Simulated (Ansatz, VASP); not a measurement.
## Pd in VASP and in Ansatz

POSCAR

```
Pd
1.0
    0.0000000000      2.9418771240      2.9418771240
    2.9418771240      0.0000000000      2.9418771240
    2.9418771240      2.9418771240      0.0000000000
Pd
2
Direct
    0.1250000000      0.1250000000      0.1250000000
    0.8750000000      0.8750000000      0.8750000000
```

Contents of INCAR.step1:

```
PREC = Accurate ; ENCUT = 520
ISMEAR = -1 ; SIGMA = 0.05
LREAL = F ; LASPH = T
NELM = 150 ; ISPIN = 2
MAGMOM = -0.52 -0.52 ; LMAXMIX = 4
NBANDS = 21 ; GGA = PE
ALGO = Normal ; EDIFF = 1E-4
LWAVE = T ; LCHARG = F
```

INCAR.step2

```
PREC = Accurate ; ENCUT = 520
EDIFF = 1E-6 ; ISMEAR = -1
SIGMA = 0.05 ; LREAL = F
LASPH = T ; NELM = 150
ALGO = Normal ; ISIF = 2
LWAVE = F ; LCHARG = T
ISPIN = 2 ; MAGMOM = -0.52 -0.52
LORBIT = 11 ; LMAXMIX = 4
METAGGA = R2SCAN ; LMIXTAU = T
LELF = T ; LVHAR = T
NBANDS = 21 ; ISTART = 1
```

Contents of KPOINTS:

```
Automatic mesh
0
Gamma
  11 11 11
```

Input for Ansatz:

```yaml
crystal:
  lattice:
    - [0.0, 2.941877124, 2.941877124]
    - [2.941877124, 0.0, 2.941877124]
    - [2.941877124, 2.941877124, 0.0]
  atoms:
    - { symbol: Pd, position: [0.125, 0.125, 0.125], spin: -0.52 }
    - { symbol: Pd, position: [0.875, 0.875, 0.875], spin: -0.52 }
hamiltonian:
  xc: r2scan
  pseudopotentials:
    kind: paw
    azcp:
      Pd: "pseudopotentials/Pd.paw.azcp"
basis:
  ecutwfc: 500
  fft_grid_basis: typed
kpoints:
  mp_grid: { grid: [11, 11, 11], shift: [0, 0, 0] }
magnetization:
  spin_polarized: true
scf:
  occupations: { method: fermi_dirac, width: 0.05 }
  lower_state_search: "off"
output:
  stress: true
  write_density: true
  write_potential: true
  elf: true
  volumetric_format: npy
```

Alike in both runs: task single point; functional r2SCAN; k mesh 11 × 11 × 11; occupations fermi-dirac, width 0.05 eV; collinear spin.

```csv
,VASP,Ansatz
version,VASP 6.6.1,Ansatz 0.2.0
potentials or method,"VASP PAW PBE potentials, release 64 (Pd), cutoff 520 eV","plane waves (500 eV) with PAW, scalar-relativistic"
valence electrons in the cell,20,36
```

```csv
,VASP,Ansatz,Ansatz less VASP
pressure (GPa),-4.9,-4.9,+0.05
net moment per atom (μB),0.51,0.50,-0.005
size of the moment on the site where the two differ most (μB),0.50,0.50,0.000
```

VASP's potentials were made for PBE, not for r2SCAN. Site moments also hang on the region over which each program counts them. VASP's potentials hold 20 valence electrons a cell and Ansatz's 36, so a difference there can come from the potentials and not from the codes. Ansatz's warnings: stability check not made.
